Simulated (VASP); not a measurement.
# Ge (I4/mmm) in VASP: further runs

The runs below take Ge through single point, with PBEsol.

Everything below comes from runs of VASP 6.6.1. Logs are shortened: lines on timing, memory, paths and dates and some standing lists are left out, and cuts for length are marked.

## Step 1: The cell of the first run

Symmetry: I4/mmm, No. 139, tetragonal system. Conventional cell: a = 3.217 Å, b = 3.217 Å, c = 3.746 Å, α = 90.00°, β = 90.00°, γ = 90.00°. Ge (site symmetry 4/mmm) has 14 Ge at 2.95 to 3.75 Å within 3.9 Å.

## Step 2: Single point, PBEsol

The input, INCAR:

```
SYSTEM = Ge
PREC     = Accurate       ! precision mode
ENCUT    = 520            ! plane-wave cutoff, eV
EDIFF    = 1E-7           ! SCF threshold, eV
ISMEAR   = 1              ! smearing method
SIGMA    = 0.1            ! smearing width, eV
LREAL    = .FALSE.        ! projectors in reciprocal space
LASPH    = .TRUE.         ! aspherical terms in the spheres
NELM     = 60             ! most SCF steps
ALGO     = Normal         ! electronic algorithm
ISIF     = 2              ! what is computed and relaxed
LWAVE    = .FALSE.        ! write WAVECAR
LCHARG   = .TRUE.         ! write CHGCAR
GGA      = PS             ! functional
LELF     = .TRUE.         ! ELF
LVHAR    = .TRUE.       
NBANDS   = 13             ! bands
```

The input, KPOINTS:

```
Automatic mesh
0
G
  13 13 13
  0 0 0
```

The input, POSCAR:

```
Ge
1.0
   -1.6084200000      1.6084200000      1.8731800000
    1.6084200000     -1.6084200000      1.8731800000
    1.6084200000      1.6084200000     -1.8731800000
Ge
1
Direct
    0.5000000000      0.5000000000      0.0000000000
```

Potentials or basis: VASP PAW PBE potentials, release 64 (Ge_d).

On the command line:

```
> cat potpaw_PBE.64/Ge_d/POTCAR > POTCAR
> mpirun -np 1 vasp_std > vasp.out
```

OUTCAR:

```text
SYSTEM = Ge
   PREC = Accurate
   ENCUT = 520
   EDIFF = 1E-7
   ISMEAR = 1
   LREAL = .FALSE.
   LASPH = .TRUE.
   NELM = 60
   ISIF = 2
   GGA = PS

 ion  position               nearest neighbor table
   1  0.500  0.500  0.000-

  LATTYP: Found a body centered tetragonal cell.
 ALAT       =     3.2168400000
 C/A-ratio  =     1.1646087465

  Lattice vectors:

 A1 = (  -1.6084200000,   1.6084200000,   1.8731800000)
 A2 = (   1.6084200000,  -1.6084200000,   1.8731800000)
 A3 = (   1.6084200000,   1.6084200000,  -1.8731800000)

Analysis of symmetry for initial positions (statically):
=====================================================================
 Subroutine PRICEL returns:
 Original cell was already a primitive cell.

 Routine SETGRP: Setting up the symmetry group for a
 body centered tetragonal supercell.

 Subroutine GETGRP returns: Found 16 space group operations
 (whereof 16 operations were pure point group operations)
 out of a pool of 16 trial point group operations.

The static configuration has the point symmetry D_4h.

Analysis of symmetry for dynamics (positions and initial velocities):
=====================================================================
 Subroutine PRICEL returns:
 Original cell was already a primitive cell.

 Routine SETGRP: Setting up the symmetry group for a
 body centered tetragonal supercell.

 Subroutine GETGRP returns: Found 16 space group operations
 (whereof 16 operations were pure point group operations)
 out of a pool of 16 trial point group operations.

The dynamic configuration has the point symmetry D_4h.

 Subroutine INISYM returns: Found 16 space group operations
 (whereof 16 operations are pure point group operations),
 and found     1 'primitive' translations

----------------------------------------------------------------------------------------

                                     Primitive cell

  volume of cell :      19.3838

  direct lattice vectors                    reciprocal lattice vectors
    -1.608420000  1.608420000  1.873180000     0.000000000  0.310864078  0.266925763
     1.608420000 -1.608420000  1.873180000     0.310864078  0.000000000  0.266925763
     1.608420000  1.608420000 -1.873180000     0.310864078  0.310864078  0.000000000

  length of vectors
     2.946664743  2.946664743  2.946664743     0.409738743  0.409738743  0.439628195

  position of ions in fractional coordinates (direct lattice)
     0.500000000  0.500000000  0.000000000

  ion indices of the primitive-cell ions
   primitive index   ion index
                 1           1

----------------------------------------------------------------------------------------

 KPOINTS: Automatic mesh

Automatic generation of k-mesh.
 Grid dimensions read from file:
 generate k-points for:   13   13   13

 Generating k-lattice:

  Cartesian coordinates                     Fractional coordinates (reciprocal lattice)
     0.000000000  0.023912621  0.020532751     0.076923077  0.000000000  0.000000000
     0.023912621  0.000000000  0.020532751     0.000000000  0.076923077  0.000000000
     0.023912621  0.023912621  0.000000000     0.000000000  0.000000000  0.076923077

  Length of vectors
     0.031518365  0.031518365  0.033817553

  Shift w.r.t. Gamma in fractional coordinates (k-lattice)
     0.000000000  0.000000000  0.000000000

 Subroutine IBZKPT returns following result:
 ===========================================

 Found    196 irreducible k-points:

 Following reciprocal coordinates:
            Coordinates               Weight
  0.000000  0.000000  0.000000      1.000000
  0.076923  0.000000 -0.000000      8.000000
  0.153846 -0.000000  0.000000      8.000000
  0.230769  0.000000 -0.000000      8.000000
  0.307692 -0.000000  0.000000      8.000000
  0.384615  0.000000 -0.000000      8.000000
[... 16 lines left out ...]
  0.384615  0.153846 -0.000000     16.000000
  0.461538  0.153846  0.000000     16.000000
 [... further k-points ...]
   k-points           NKPTS =    196   k-points in BZ     NKDIM =    196   number of bands    NBANDS=     13
   number of dos      NEDOS =    301   number of ions     NIONS =      1
   total plane-waves  NPLWV =  13824
   dimension x,y,z NGX =    24 NGY =   24 NGZ =   24
   dimension x,y,z NGXF=    48 NGYF=   48 NGZF=   48
   ions per type =               1
   NGX,Y,Z   is equivalent  to a cutoff of  13.54, 13.54, 13.54 a.u.
   NGXF,Y,Z  is equivalent  to a cutoff of  27.08, 27.08, 27.08 a.u.
 SYSTEM =  Ge
   PREC   = accura    normal or accurate (medium, high low for compatibility)
   ISTART =      0    job   : 0-new  1-cont  2-samecut
   ICHARG =      2    charge: 1-file 2-atom 10-const
   ISPIN  =      1    spin polarized calculation?
   LNONCOLLINEAR =      F non collinear calculations
   LSORBIT =      F    spin-orbit coupling
   LASPH  =      T    aspherical Exc in radial PAW
   ENCUT  =  520.0 eV  38.22 Ry    6.18 a.u.   5.48  5.48  5.48*2*pi/ulx,y,z
   NELM   =     60;   NELMIN=  2; NELMDL= -5     # of ELM steps
   EDIFF  = 0.1E-06   stopping-criterion for ELM
   LREAL  =      F    real-space projection
   EDIFFG = 0.1E-05   stopping-criterion for IOM
   NSW    =      0    number of steps for IOM
   IBRION =     -1    ionic relax: 0-MD 1-quasi-New 2-CG
   NFREE  =      0    steps in history (QN), initial steepest desc. (CG)
   ISIF   =      2    stress and relaxation
   ISYM   =      2    0-nonsym 1-usesym 2-fastsym
   POTIM  = 0.5000    time-step for ionic-motion
   TEBEG  =    0.0;   TEEND  =   0.0 temperature during run
   PSTRESS=    0.0 pullay stress
   NELECT =      14.0000    total number of electrons
   NUPDOWN=      -1.0000    fix difference up-down
   EMIN   =  10.00;   EMAX   =-10.00  energy-range for DOS
   EFERMI =   0.00;   METHOD = LEGACY
   ISMEAR =     1;   SIGMA  =   0.10  broadening in eV -4-tet -1-fermi 0-gaus
   EFERMI_NEDOS =   21; number of points for ismear=-14 and -15
   IALGO  =     38    algorithm
   IMIX   =      4    mixing-type and parameters
     AMIX     =   0.40;   BMIX     =  1.00
     AMIX_MAG =   1.60;   BMIX_MAG =  1.00
  volume/ion in A,a.u.               =      19.38       130.81
  Fermi-wavevector in a.u.,A,eV,Ry     =   1.468829  2.775685 29.354024  2.157460
  Thomas-Fermi vector in A             =   2.584280
   LORBIT       =      0    0 simple, 1 ext, 2 COOP (PROOUT), +10 PAW based schemes
   GGA     = PS    functional components
   LHFCALC =     F    Hartree Fock is set to
   AEXX    =    0.0000 exact exchange contribution
   IVDW    =     0    specifies the selected vdW correction
   LEPSILON=     F    determine dielectric tensor
   LRPA    =     F    only Hartree local field effects (RPA)
 non-spin polarized calculation
 Methfessel and Paxton  Order N= 1 SIGMA  =   0.10
  energy-cutoff  :      520.00
  volume of cell :       19.38
 maximum number of plane-waves:       536
 NGX is ok and might be reduce to    24
   NGX = 11   NGY = 11   NGZ = 11

 number of electron      13.9999999 magnetization

 Free energy of the ion-electron system (eV)
  ---------------------------------------------------
  ext. energy  EPLUGINS =         0.00000000
  ---------------------------------------------------
  free energy    TOTEN  =        -4.65479637 eV

  energy without entropy =       -4.65433748  energy(sigma->0) =       -4.65464341

 E-fermi :   6.4207     XC(G=0): -11.3026

 val. band max:        6.4157468697   @ k =  -0.4615  -0.4615   0.3846
 cond. band min:       6.4319919865   @ k =   0.3846   0.3077   0.1538
 fundamental gap:      0.0162451168
 Fermi energy:         6.4207042685

 k-point     1 :       0.0000    0.0000    0.0000
  band No.  band energies     occupation
      1     -18.2932      2.00000
      2     -18.2932      2.00000
      3     -18.2752      2.00000
      4     -18.2415      2.00000
      5     -18.2028      2.00000
      6      -6.5885      2.00000
      7      14.9567      0.00000
      8      15.2531      0.00000
      9      15.2531      0.00000
     10      20.2976      0.00000
     11      20.2976      0.00000
     12      21.6509      0.00000
     13      21.8829      0.00000

 k-point     2 :       0.0769    0.0000   -0.0000
  band No.  band energies     occupation
      1     -18.2909      2.00000
      2     -18.2906      2.00000
      3     -18.2728      2.00000
      4     -18.2417      2.00000
      5     -18.2041      2.00000
      6      -6.4415      2.00000
      7      13.7938      0.00000
      8      14.8343      0.00000
      9      15.0021      0.00000
     10      19.7516      0.00000
     11      20.5446      0.00000
     12      21.2968      0.00000
     13      22.7556      0.00000

 k-point     3 :       0.1538   -0.0000    0.0000
  band No.  band energies     occupation
      1     -18.2901      2.00000
      2     -18.2853      2.00000
      3     -18.2597      2.00000
      4     -18.2422      2.00000
      5     -18.2073      2.00000
      6      -6.0008      2.00000
      7      11.1777      0.00000
      8      13.9577      0.00000
      9      14.7386      0.00000
     10      18.8977      0.00000
     11      19.9664      0.00000
     12      21.5832      0.00000
     13      22.3583      0.00000
[... 305 lines left out ...]
 k-point    23 :       0.3846    0.1538   -0.0000
  band No.  band energies     occupation
      1     -18.2997      2.00000
      2     -18.2722      2.00000
      3     -18.2344      2.00000
      4     -18.2127      2.00000
      5     -18.1867      2.00000
      6      -1.4055      2.00000
      7       2.1387      2.00000
      8       8.3359     -0.00000
      9      12.3398      0.00000
     10      18.1112      0.00000
     11      19.8218      0.00000
     12      22.7063      0.00000
     13      25.2336      0.00000

 k-point    24 :       0.4615    0.1538    0.0000
  band No.  band energies     occupation
      1     -18.3014      2.00000
      2     -18.2714      2.00000
      3     -18.2347      2.00000
      4     -18.2120      2.00000
      5     -18.1847      2.00000
      6      -1.0861      2.00000
      7       1.7295      2.00000
      8       8.5313      0.00000
      9      12.0518      0.00000
     10      17.8406      0.00000
     11      19.2861      0.00000
     12      22.4476      0.00000
     13      26.9748      0.00000

 [... further k-points ...]
[... 5 lines left out ...]
  --------------------------------------------------------------------------------------
  -------------------------------------------------------------------------------------
  Total       -0.4404839     -0.4404839     -0.4135470      0.0000000      0.0000000      0.0000000
  in kB      -36.4084461    -36.4084461    -34.1819626      0.0000000      0.0000000      0.0000000
  external PRESSURE =     -35.6662850 kB  Pullay stress =       0.0000000 kB

 VOLUME and BASIS-vectors are now :
 -----------------------------------------------------------------------------
  energy-cutoff  :      520.00
  volume of cell :       19.38
      direct lattice vectors                 reciprocal lattice vectors
    -1.608420000  1.608420000  1.873180000     0.000000000  0.310864078  0.266925763
     1.608420000 -1.608420000  1.873180000     0.310864078  0.000000000  0.266925763
     1.608420000  1.608420000 -1.873180000     0.310864078  0.310864078  0.000000000

 POSITION                                       TOTAL-FORCE (eV/Angst)
 -----------------------------------------------------------------------------------
      0.00000      0.00000      1.87318         0.000000      0.000000     -0.000000
 -----------------------------------------------------------------------------------
    total drift:                               -0.000000      0.000000      0.000000

  FREE ENERGIE OF THE ION-ELECTRON SYSTEM (eV)
  ---------------------------------------------------
  free  energy   TOTEN  =        -4.6547963743 eV

  energy  without entropy=       -4.6543374810  energy(sigma->0) =       -4.65464341
```

Run time: 33 s. Hardware: 1 thread of Intel Xeon 6975P-C, shared host; peak memory 0.17 GiB.

Results:

| Property | Result |
| --- | --- |
| Free energy | -4.6548 eV |
| Pressure | -3.6 GPa |
| Band gap on the k mesh | zero (band 7 reaches 14.96 eV, above the bottom of band 8 at 3.66 eV) |

Caveat: the PAW data sets were made with another functional, which shifts forces and pressure a little.

## Step 3: Single point, PBEsol

The input, INCAR:

```
PREC = Accurate
ENCUT = 520
EDIFF = 1E-6
ISMEAR = 1
SIGMA = 0.1
LREAL = False
LASPH = True
NELM = 60
ALGO = Normal
ISIF = 2
LWAVE = False
LCHARG = False
GGA = PS
NBANDS = 13
```

The input, KPOINTS:

```
regular mesh
0
Gamma
  16 16 16
```

POSCAR is that of step 2.

Potentials or basis: VASP PAW PBE potentials, release 64 (Ge_d).

On the command line:

```
> cat potpaw_PBE.64/Ge_d/POTCAR > POTCAR
> mpirun -np 1 vasp_std > vasp.out
```

OUTCAR:

```text
PREC = Accurate
   ENCUT = 520
   EDIFF = 1E-6
   ISMEAR = 1
   LREAL = False
   LASPH = True
   NELM = 60
   ISIF = 2
   GGA = PS

 ion  position               nearest neighbor table
   1  0.500  0.500  0.000-

  LATTYP: Found a body centered tetragonal cell.
 ALAT       =     3.2168400000
 C/A-ratio  =     1.1646087465

  Lattice vectors:

 A1 = (  -1.6084200000,   1.6084200000,   1.8731800000)
 A2 = (   1.6084200000,  -1.6084200000,   1.8731800000)
 A3 = (   1.6084200000,   1.6084200000,  -1.8731800000)
[... 554 lines left out ...]
      4     -18.2410      2.00000
      5     -18.2032      2.00000
      6      -6.4768      2.00000
      7      14.4679      0.00000
      8      14.6972      0.00000
      9      14.9538      0.00000
     10      19.3153      0.00000
     11      20.9941      0.00000
     12      21.5252      0.00000
     13      21.9180      0.00000

 [... further k-points ...]
[... 5 lines left out ...]
  --------------------------------------------------------------------------------------
  -------------------------------------------------------------------------------------
  Total       -0.4883012     -0.4883012     -0.3282271      0.0000000      0.0000000      0.0000000
  in kB      -40.3608163    -40.3608163    -27.1297956      0.0000000      0.0000000      0.0000000
  external PRESSURE =     -35.9504761 kB  Pullay stress =       0.0000000 kB

 VOLUME and BASIS-vectors are now :
 -----------------------------------------------------------------------------
  energy-cutoff  :      520.00
  volume of cell :       19.38
      direct lattice vectors                 reciprocal lattice vectors
    -1.608420000  1.608420000  1.873180000     0.000000000  0.310864078  0.266925763
     1.608420000 -1.608420000  1.873180000     0.310864078  0.000000000  0.266925763
     1.608420000  1.608420000 -1.873180000     0.310864078  0.310864078  0.000000000

 POSITION                                       TOTAL-FORCE (eV/Angst)
 -----------------------------------------------------------------------------------
      0.00000      0.00000      1.87318         0.000000      0.000000      0.000000
 -----------------------------------------------------------------------------------
    total drift:                               -0.000000      0.000000      0.000000

  FREE ENERGIE OF THE ION-ELECTRON SYSTEM (eV)
  ---------------------------------------------------
  free  energy   TOTEN  =        -4.6521259935 eV

  energy  without entropy=       -4.6522367133  energy(sigma->0) =       -4.65216290
```

OSZICAR:

```text
N       E                     dE             d eps       ncg     rms          rms(c)
DAV:   1     0.643782417574E+02    0.64378E+02   -0.71808E+03  9846   0.294E+03
DAV:   2     0.988821184168E+00   -0.63389E+02   -0.60244E+02  9627   0.415E+02
DAV:   3    -0.459352288525E+01   -0.55823E+01   -0.55519E+01 10434   0.717E+01
DAV:   4    -0.467059338381E+01   -0.77070E-01   -0.77058E-01 10669   0.918E+00
DAV:   5    -0.467137611906E+01   -0.78274E-03   -0.78273E-03 10635   0.102E+00    0.110E+00
DAV:   6    -0.465728618504E+01    0.14090E-01   -0.12110E-02 11519   0.238E+00    0.583E-01
DAV:   7    -0.465238211272E+01    0.49041E-02   -0.61192E-03 11379   0.135E+00    0.756E-02
DAV:   8    -0.465212072867E+01    0.26138E-03   -0.51707E-04 11044   0.524E-01    0.240E-02
DAV:   9    -0.465212555830E+01   -0.48296E-05   -0.57821E-06 10589   0.282E-02    0.510E-03
DAV:  10    -0.465212599355E+01   -0.43524E-06   -0.61689E-08  7262   0.350E-03
   1 F= -.46521260E+01 E0= -.46521629E+01  d E =0.110720E-03
```

It took 52 s on 1 thread of Intel Xeon 6975P-C, shared host; peak memory 0.2 GiB.

What came out:

```yaml
Free_energy: -4.6521 eV
Pressure: -3.6 GPa
Band_gap_on_the_k_mesh: zero (band 7 reaches 14.96 eV, above the bottom of band 8 at 3.62 eV)
```

Caveat: the PAW data sets were made with another functional, which shifts forces and pressure a little.

(Part 1 of 2 ends here.)
